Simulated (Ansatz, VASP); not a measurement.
## One calculation of LaSc2F, two programs

```
CELL_PARAMETERS angstrom
-2.67939 2.67939 2.93713
2.67939 -2.67939 2.93713
2.67939 2.67939 -2.93713
ATOMIC_POSITIONS crystal
La 0.50000 0.50000 0.00000
Sc 0.50000 0.00000 0.50000
Sc 0.00000 0.50000 0.50000
F 0.00000 0.00000 0.00000
```

Alike in both runs: task relaxation of cell and atoms; functional PBE; k mesh 4 × 4 × 4; occupations gaussian, width 0.1 eV; no spin polarisation.

|  | VASP | Ansatz |
| --- | --- | --- |
| version | VASP 6.6.1 | Ansatz 0.2.0 |
| potentials or method | VASP PAW PBE potentials, release 64 (La, Sc_sv, F), cutoff 600 eV | scalar-relativistic, plane waves, PAW |
| valence electrons in the cell | 40 | 40 |

Ansatz gave:

```
gap on the k mesh at the Fermi level, each at its own relaxed structure (eV)  : none
relaxed volume (Å³/atom)                                                      : 25.27
relaxed length of the cell vector where the two differ most in proportion (Å) : 5.113
```

Q: What did VASP give for the same quantities?

A: gap on the k mesh at the Fermi level, each at its own relaxed structure (eV): none; relaxed volume (Å³/atom): 25.13; relaxed length of the cell vector where the two differ most in proportion (Å): 5.102.

A gap of «none» marks a metal or a gap that the smearing closes.

The k mesh is coarse, so the values compare programs but aren't converged. Spin-orbit coupling is off throughout. Noted on VASP's run: the volume moved by over 15 % at a fixed basis, so the end points are rough.
